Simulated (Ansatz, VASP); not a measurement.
**In3Cu: VASP beside Ansatz**

```
In Cu
1.0
     5.10357    0.00000    0.00000
     0.00000    5.10357    0.00000
     0.00000    0.00000    5.10357
In Cu
3 1
Direct
  0.50000 0.00000 0.00000
  0.00000 0.50000 0.00000
  0.00000 0.00000 0.50000
  0.00000 0.00000 0.00000
```

Alike in both runs: functional PBE; k mesh 10 × 10 × 10; occupations gaussian, width 0.1 eV; no spin polarisation.

Ansatz relaxed the structure, and its values are those at the end. VASP's run is a single point on that final structure, the one shown.

|  | VASP | Ansatz |
| --- | --- | --- |
| version | VASP 6.6.1 | Ansatz 0.2.0 |
| potentials or method | VASP PAW PBE potentials, release 64 (In_d, Cu), cutoff 520 eV | scalar-relativistic, plane waves, PAW |
| valence electrons in the cell | 50 | 58 |

|  | VASP | Ansatz | Ansatz less VASP |
| --- | --- | --- | --- |
| gap on the k mesh at the Fermi level (eV) | none | none | - |
| pressure (GPa) | 0.2 | 0.0 | -0.24 |

A gap of «none» marks a metal or a gap that the smearing closes. VASP's potentials hold 50 valence electrons a cell and Ansatz's 58, so a difference there can come from the potentials and not from the codes.
